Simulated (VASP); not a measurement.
The system is CdCu3.

```
Cd Cu
1.0
     3.82570    0.00000    0.00000
     0.00000    3.82570    0.00000
     0.00000    0.00000    3.82570
Cd Cu
1 3
Direct
  0.00000 0.00000 0.00000
  0.00000 0.50000 0.50000
  0.50000 0.00000 0.50000
  0.50000 0.50000 0.00000
```

| Item | Value |
| --- | --- |
| Program | VASP 6.6.1 |
| Task | relaxation of cell and atoms |
| Functional | PBEsol |
| Potentials or basis | VASP PAW PBE potentials, release 64 (Cd, Cu) |
| Cutoff | 600 eV |
| k mesh | 12 × 12 × 12 |
| Occupations | gaussian, width 0.1 eV |
| Spin | no spin polarisation |

At the start: pressure -5.0 GPa; volume 14.00 Å³/atom.

**Question.** How do energy, volume and symmetry change on relaxing?

**Answer.** Over 9 steps the energy falls by 10.1 meV/atom and the volume is 13.40 Å³/atom (-4.3 %); space group Pm-3m (No. 221, to 0.1 Å) before and after.

Step by step:
```csv
step,energy change (eV),largest force (eV/Å),pressure (GPa),volume (Å³)
1,0.0000,0.0000,-4.97,55.99
2,-0.0318,0.0000,2.77,52.55
3,-0.0405,0.0000,-0.08,53.56
4,-0.0405,0.0000,0.29,53.52
5,-0.0404,0.0000,-0.80,53.69
6,-0.0405,0.0000,0.44,53.56
7,-0.0405,0.0000,-0.13,53.61
8,-0.0405,0.0000,0.09,53.60
9,-0.0405,0.0000,0.04,53.60
```

Final structure:
```
Cd Cu
1.0
     3.77041    0.00000    0.00000
     0.00000    3.77041    0.00000
     0.00000    0.00000    3.77041
Cd Cu
1 3
Direct
  0.00000 0.00000 0.00000
  0.00000 0.50000 0.50000
  0.50000 0.00000 0.50000
  0.50000 0.50000 0.00000
```

Caveat: the PAW data sets were made with another functional, which shifts forces and pressure a little.
